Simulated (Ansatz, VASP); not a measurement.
**HfN in VASP and in Ansatz**

INCAR

```
SYSTEM = HfN
PREC = Accurate
ENCUT = 600
EDIFF = 1E-6
ISMEAR = 0
SIGMA = 0.1
LREAL = .FALSE.
LASPH = .TRUE.
NELM = 80
ALGO = Normal
ISIF = 3
LWAVE = .FALSE.
LCHARG = .FALSE.
GGA = PE
IBRION = 2
NSW = 90
EDIFFG = -0.04
```

File KPOINTS:

```
regular mesh
0
G
  4 6 6
  0 0 0
```

Contents of POSCAR:

```
HfN
1.0
    4.0166674400      0.0000000000      0.0000000000
    0.0000000000      2.0709721700      1.9967574500
    0.0000000000     -2.0709721700      1.9967574500
Hf N
1 1
Direct
    0.0000000000      0.0501257500      0.0501257500
    0.5000000000      0.8902416700      0.8902416700
```

Input for Ansatz:

```yaml
crystal:
  lattice:
    - [4.01666744, 0.0, 0.0]
    - [0.0, 2.07097217, 1.99675745]
    - [0.0, -2.07097217, 1.99675745]
  atoms:
    - { symbol: Hf, position: [0.0, 0.05012575, 0.05012575] }
    - { symbol: "N", position: [0.5, 0.89024167, 0.89024167] }
basis:
  ecutwfc: 420
kpoints:
  mp_grid: { grid: [4, 6, 6] }
hamiltonian:
  xc: pbe
scf:
  occupations: { method: gaussian, width: 0.1 }
  lower_state_search: "off"
output:
  forces: true
  stress: true
  eigenvalues: true
relax:
  adjacent_minimum: "off"
  f_tol: 0.04
  max_steps: 70
  cell: { stress_tol: 0.4 }
```

Alike in both runs: task relaxation of cell and atoms; functional PBE; k mesh 4 × 6 × 6; occupations gaussian, width 0.1 eV; no spin polarisation.

|  | VASP | Ansatz |
| --- | --- | --- |
| version | VASP 6.6.1 | Ansatz 0.2.0 |
| potentials or method | VASP PAW PBE potentials, release 64 (Hf_pv, N), cutoff 600 eV | scalar-relativistic, plane waves, PAW |
| valence electrons in the cell | 15 | 31 |

VASP gave:

| Item | Value |
| --- | --- |
| gap on the k mesh at the Fermi level, each at its own relaxed structure (eV) | none |
| relaxed volume (Å³/atom) | 12.01 |
| relaxed cell length with the largest relative difference (Å) | 3.082 |

Q: Which values does Ansatz return?

A: gap on the k mesh at the Fermi level, each at its own relaxed structure (eV): none; relaxed volume (Å³/atom): 12.15; relaxed cell length with the largest relative difference (Å): 3.104.

A gap of «none» marks a metal or a gap that the smearing closes. VASP's potentials hold 15 valence electrons a cell and Ansatz's 31, so a difference there can come from the potentials and not from the codes.

The k mesh is coarse, so the values compare programs but aren't converged. Neither program's run includes spin-orbit coupling. Noted on VASP's run: the volume moved by over 15 % at a fixed basis, so the end points are rough.
